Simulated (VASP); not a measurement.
# ScAlN2 (P6/mmm) in VASP: notebook, part 2 of 2

VASP 6.6.1.

### Step 3. Single point, PBE, collinear spin, ferromagnetic start

The input, INCAR:

```
PREC     = Accurate       # precision mode
ENCUT    = 520            # plane-wave cutoff, eV
EDIFF    = 1E-7           # SCF threshold, eV
ISMEAR   = 0              # smearing method
SIGMA    = 0.1            # smearing width, eV
LREAL    = F              # projectors in reciprocal space
LASPH    = T              # aspherical terms in the spheres
NELM     = 150            # most SCF steps
ALGO     = Normal         # electronic algorithm
ISIF     = 2              # what is computed and relaxed
LWAVE    = F              # write WAVECAR
LCHARG   = F              # write CHGCAR
ISPIN    = 2              # spin polarisation
MAGMOM   = 0 0 1 1        # initial moments
LORBIT   = 11             # projections on sites
LMAXMIX  = 4              # l up to which the mixer works
GGA      = PE             # functional
NBANDS   = 24             # bands
```

The input, KPOINTS:

```
Automatic mesh
0
Gamma
  6 6 4
```

The input, POSCAR:

```
ScAlN2
1.0
    3.8730378000      0.0000000000      0.0000000000
   -1.9365189000      3.3541491200      0.0000000000
    0.0000000000      0.0000000000      4.3544410400
Sc Al N
1 1 2
Direct
    0.0000000000      0.0000000000      0.5000000000
    0.0000000000      0.0000000000      0.0000000000
    0.3333333300      0.6666666700      0.5000000000
    0.6666666700      0.3333333300      0.5000000000
```

Potentials or basis: VASP PAW PBE potentials, release 64 (Sc_sv, Al, N).

Run with:

```console
$ cat potpaw_PBE.64/Sc_sv/POTCAR potpaw_PBE.64/Al/POTCAR potpaw_PBE.64/N/POTCAR > POTCAR
$ mpirun -np 1 vasp_std > vasp.out
```

Wall time 46 s (1 thread of Intel Xeon 6975P-C (Granite Rapids), shared host); peak memory 0.21 GiB.

The run converged. Its results:

```
Free energy                                           : -19.4065 eV
Pressure                                              : 19.7 GPa
Net moment                                            : 0.20 μB per cell
Site moments                                          : Sc +0.00; Al -0.00; N +0.08 μB
Valence electrons inside the program's atomic spheres : Sc 10.15; Al 0.90; N 3.49
```

Stress tensor (GPa, compression positive):
```
-5.23  0.00  0.00
 0.00 -5.23  0.00
 0.00  0.00 69.61
```

Levels at points of the mesh, in eV from the Fermi level:
Spin up:
```tsv
k point	band 10	band 11	band 12	band 13	band 14	band 15
(0.00, 0.00, 0.00)	-3.56	0.33	0.58	0.58	2.29	2.29
(0.50, 0.00, 0.00)	-2.64	-1.19	-0.21	-0.13	0.96	1.94
(0.00, 0.00, 0.50)	-0.79	0.02	0.13	0.78	0.78	1.18
(0.50, 0.00, 0.50)	-3.12	-0.41	-0.39	-0.10	0.43	0.67
```
Spin down:
| k point | band 9 | band 10 | band 11 | band 12 | band 13 | band 14 | band 15 | band 16 |
| --- | --- | --- | --- | --- | --- | --- | --- | --- |
| (0.00, 0.00, 0.00) | -4.75 | -3.41 | 0.58 | 0.68 | 0.68 | 2.28 | 2.28 | 3.56 |
| (0.50, 0.00, 0.00) | -3.01 | -2.56 | -0.99 | -0.19 | -0.05 | 1.05 | 1.93 | 3.90 |
| (0.00, 0.00, 0.50) | -4.70 | -0.80 | 0.18 | 0.37 | 0.89 | 0.89 | 1.17 | 1.17 |
| (0.50, 0.00, 0.50) | -3.48 | -3.02 | -0.42 | -0.23 | -0.02 | 0.42 | 0.80 | 2.80 |

Caveat: the k points lie up to 0.36 Å⁻¹ apart.

### Step 4. Single point, PBE

This run uses another cell than the first one, of 19.45 Å³/atom, 1.376 times its volume.

The input, INCAR:

```
SYSTEM = ScAlN2
PREC     = Accurate       ! precision mode
ENCUT    = 520            ! plane-wave cutoff, eV
EDIFF    = 1E-6           ! SCF threshold, eV
ISMEAR   = 0              ! smearing method
SIGMA    = 0.1            ! smearing width, eV
LREAL    = .False.        ! projectors in reciprocal space
LASPH    = .True.         ! aspherical terms in the spheres
NELM     = 80             ! most SCF steps
ALGO     = Normal         ! electronic algorithm
ISIF     = 2              ! what is computed and relaxed
LWAVE    = .False.        ! write WAVECAR
LCHARG   = .True.         ! write CHGCAR
GGA      = PE             ! functional
LELF     = .True.         ! ELF
LVHAR    = .True.       
NBANDS   = 20             ! bands
```

The input, KPOINTS:

```
regular mesh
0
Gamma
  12 12 8
  0 0 0
```

The input, POSCAR:

```
ScAlN2
1.0
    3.7254787049      0.0000000000      0.0000000000
   -1.8627393525      3.2263591997      0.0000000000
    0.0000000000      0.0000000000      6.4736839459
Sc Al N
1 1 2
Direct
    0.0000000000      0.0000000000      0.5000000000
    0.0000000000      0.0000000000      0.0000000000
    0.3333333333      0.6666666667      0.5000000000
    0.6666666667      0.3333333333      0.5000000000
```

Run with:

```console
$ cat potpaw_PBE.64/Sc_sv/POTCAR potpaw_PBE.64/Al/POTCAR potpaw_PBE.64/N/POTCAR > POTCAR
$ mpirun -np 1 vasp_std > vasp.out
```

Run time: 69 s. Hardware: 1 thread of Intel Xeon 6975P-C (Granite Rapids), shared host; peak memory 0.29 GiB.

It converged, with:

```yaml
Free_energy: -22.3522 eV
Pressure: 0.3 GPa
Band_gap_on_the_k_mesh: zero (band 12 reaches 3.64 eV, above the bottom of band 13 at 2.02 eV)
```

Stress tensor (GPa, compression positive):
```
 0.52  0.00  0.00
 0.00  0.52  0.00
 0.00  0.00 -0.02
```

Levels at points of the mesh, in eV from the Fermi level:
```tsv
k point	band 9	band 10	band 11	band 12	band 13	band 14	band 15	band 16
(0.00, 0.00, 0.00)	-5.19	-3.83	0.88	1.15	1.42	1.42	2.40	3.31
(0.50, 0.00, 0.00)	-3.03	-2.77	-1.05	-1.04	-0.07	1.23	1.84	2.89
(0.00, 0.00, 0.50)	-5.19	-2.68	-1.23	0.87	1.42	1.42	3.21	3.21
(0.50, 0.00, 0.50)	-3.28	-2.92	-0.60	-0.39	-0.07	0.25	1.22	2.56
```

### Step 5. Single point, PBE, collinear spin, ferromagnetic start

This run uses another cell than the first one, of 18.99 Å³/atom, 1.343 times its volume.

The input, INCAR:

```
PREC = Accurate
ENCUT = 520
EDIFF = 1E-7
ISMEAR = 0
SIGMA = 0.1
LREAL = F
LASPH = T
NELM = 150
ALGO = Normal
ISIF = 2
LWAVE = F
LCHARG = T
ISPIN = 2
MAGMOM = 0 0 1 1
LORBIT = 11
LMAXMIX = 4
GGA = PE
LELF = T
LVHAR = T
NBANDS = 24
```

The input, KPOINTS:

```
Automatic mesh
0
Gamma
  6 6 4
```

The input, POSCAR:

```
ScAlN2
1.0
    3.7286980906      0.0000000000      0.0000000000
   -1.8643490453      3.2291472695      0.0000000000
    0.0000000000      0.0000000000      6.3099625632
Sc Al N
1 1 2
Direct
    0.0000000000      0.0000000000      0.5000000000
    0.0000000000      0.0000000000      0.0000000000
    0.3333333333      0.6666666667      0.5000000000
    0.6666666667      0.3333333333      0.5000000000
```

Run with:

```console
$ cat potpaw_PBE.64/Sc_sv/POTCAR potpaw_PBE.64/Al/POTCAR potpaw_PBE.64/N/POTCAR > POTCAR
$ mpirun -np 1 vasp_std > vasp.out
```

It took 55 s on 1 thread of Intel Xeon 6975P-C (Granite Rapids), shared host; peak memory 0.25 GiB.

Results (log left out):

| Item | Value |
| --- | --- |
| Free energy | -22.3299 eV |
| Pressure | 0.4 GPa |
| Net moment | -0.27 μB per cell |
| Site moments | Sc -0.03; Al -0.03; N -0.01 μB |
| Valence electrons inside the program's atomic spheres | Sc 9.67; Al 0.72; N 3.53 |

Stress tensor (GPa, compression positive):
```
 0.60  0.00  0.00
 0.00  0.60  0.00
 0.00  0.00 -0.04
```

Levels at points of the mesh, in eV from the Fermi level:
Spin up:
```
           k point  band 9  band 10  band 11  band 12  band 13  band 14  band 15  band 16
(0.00, 0.00, 0.00)   -5.19    -3.84     0.89     1.39     1.39     1.39     2.55     3.28
(0.50, 0.00, 0.00)   -3.03    -2.76    -1.04    -0.94    -0.09     1.22     1.93     2.86
(0.00, 0.00, 0.50)   -5.19    -2.54    -1.20     0.88     1.40     1.40     3.16     3.16
(0.50, 0.00, 0.50)   -3.32    -2.93    -0.55    -0.18    -0.09     0.21     1.20     2.49
```
Spin down:
```
           k point  band 9  band 10  band 11  band 12  band 13  band 14  band 15  band 16
(0.00, 0.00, 0.00)   -5.21    -3.88     0.87     1.25     1.36     1.36     2.43     3.25
(0.50, 0.00, 0.00)   -3.05    -2.80    -1.16    -1.07    -0.11     1.19     1.78     2.83
(0.00, 0.00, 0.50)   -5.21    -2.59    -1.35     0.86     1.37     1.37     3.12     3.12
(0.50, 0.00, 0.50)   -3.37    -2.96    -0.58    -0.37    -0.11     0.06     1.17     2.42
```

### Step 6. Relaxation of cell and atoms, PBE

This run uses another cell than the first one, of 18.99 Å³/atom, 1.343 times its volume.

The input, INCAR:

```
  ALGO = Normal
  EDIFF = 1E-7
  EDIFFG = -0.01
  ENCUT = 600
  GGA = PE
  IBRION = 2
  ISIF = 3
  ISMEAR = 0
  LASPH = T
  LCHARG = F
  LREAL = F
  LWAVE = F
  NELM = 80
  NSW = 100
  PREC = Accurate
  SIGMA = 0.1
```

The input, KPOINTS:

```
k-points
0
Gamma
  12 12 8
```

POSCAR is that of step 5.

Potentials or basis: VASP PAW PBE potentials, release 64 (Sc_sv, Al, N).

Run with:

```console
$ cat potpaw_PBE.64/Sc_sv/POTCAR potpaw_PBE.64/Al/POTCAR potpaw_PBE.64/N/POTCAR > POTCAR
$ mpirun -np 1 vasp_std > vasp.out
```

Run time: 5.4 min. Hardware: 1 thread of Intel Xeon 6975P-C (Granite Rapids), shared host; peak memory 0.32 GiB.

Results (log left out):

- Free energy: -22.3545 eV
- Relaxed volume: 19.45 Å³/atom
- Relaxed cell: a = 3.732 Å, b = 3.732 Å, c = 6.449 Å, α = 90.00°, β = 90.00°, γ = 120.00°
- Space group after relaxing (to 0.05 Å): P6/mmm (No. 191)
- Energy gained by relaxing: 0.7 meV/atom
- Ionic steps: 6
- Pressure after relaxing: 0.0 GPa
- Band gap on the k mesh: zero (band 12 reaches 3.67 eV, above the bottom of band 13 at 2.03 eV)

Stress tensor (GPa, compression positive):
```
 0.07  0.00  0.00
 0.00  0.07  0.00
 0.00  0.00 -0.04
```

The path:
| step | energy change (eV) | largest force (eV/Å) | pressure (GPa) | volume (Å³) |
| --- | --- | --- | --- | --- |
| 1 | 0.0000 | 0.0000 | 0.64 | 75.98 |
| 2 | -0.0012 | 0.0000 | -0.16 | 76.81 |
| 3 | -0.0013 | 0.0000 | 0.03 | 76.61 |
| 4 | -0.0016 | 0.0000 | 0.03 | 76.73 |
| 5 | -0.0023 | 0.0000 | 0.02 | 77.09 |
| 6 | -0.0027 | 0.0000 | 0.03 | 77.80 |

Final structure:
```
Sc Al N
1.0
     3.73249    0.00000    0.00000
    -1.86625    3.23243    0.00000
     0.00000    0.00000    6.44859
Sc Al N
1 1 2
Direct
  0.00000 0.00000 0.50000
  0.00000 0.00000 0.00000
  0.33333 0.66667 0.50000
  0.66667 0.33333 0.50000
```

Levels at points of the mesh, in eV from the Fermi level:
```csv
k point,band 9,band 10,band 11,band 12,band 13,band 14,band 15,band 16
"(0.00, 0.00, 0.00)",-5.15,-3.82,0.87,1.19,1.40,1.40,2.41,3.30
"(0.50, 0.00, 0.00)",-3.01,-2.76,-1.04,-1.03,-0.07,1.22,1.83,2.88
"(0.00, 0.00, 0.50)",-5.15,-2.65,-1.23,0.87,1.41,1.41,3.19,3.19
"(0.50, 0.00, 0.50)",-3.27,-2.91,-0.59,-0.36,-0.07,0.23,1.20,2.53
```

### Step 7. The runs side by side

| task | spin | cell | k mesh | cutoff (eV) | gap on the mesh (eV) | pressure (GPa) | moment (μB) | relaxed volume (Å³/atom) |
| --- | --- | --- | --- | --- | --- | --- | --- | --- |
| relaxation of cell and atoms | off | relaxed from a = 3.873, b = 3.873, c = 4.354 Å, angles 90.0, 90.0, 120.0°, 4 atoms | 6 × 6 × 4 | 600 | none | 0.0 | - | 17.70 |
| single point | collinear, ferromagnetic start | a = 3.873, b = 3.873, c = 4.354 Å, angles 90.0, 90.0, 120.0°, 4 atoms | 6 × 6 × 4 | 520 | none | 19.7 | 0.20 | - |
| single point | off | a = 3.725, b = 3.725, c = 6.474 Å, angles 90.0, 90.0, 120.0°, 4 atoms | 12 × 12 × 8 | 520 | none | 0.3 | - | - |
| single point | collinear, ferromagnetic start | a = 3.729, b = 3.729, c = 6.310 Å, angles 90.0, 90.0, 120.0°, 4 atoms | 6 × 6 × 4 | 520 | none | 0.4 | 0.27 | - |
| relaxation of cell and atoms | off | relaxed from a = 3.729, b = 3.729, c = 6.310 Å, angles 90.0, 90.0, 120.0°, 4 atoms | 12 × 12 × 8 | 600 | none | 0.0 | - | 19.45 |

Alike in all rows: level PBE; potentials or basis VASP PAW PBE potentials, release 64 (Sc_sv, Al, N); smearing gaussian 0.1 eV.

Caveats: some runs use coarse meshes; the volume moved by over 15 % at a fixed basis, so the end points are rough (some runs).

Absolute energies hang on the potentials; compare differences alone.
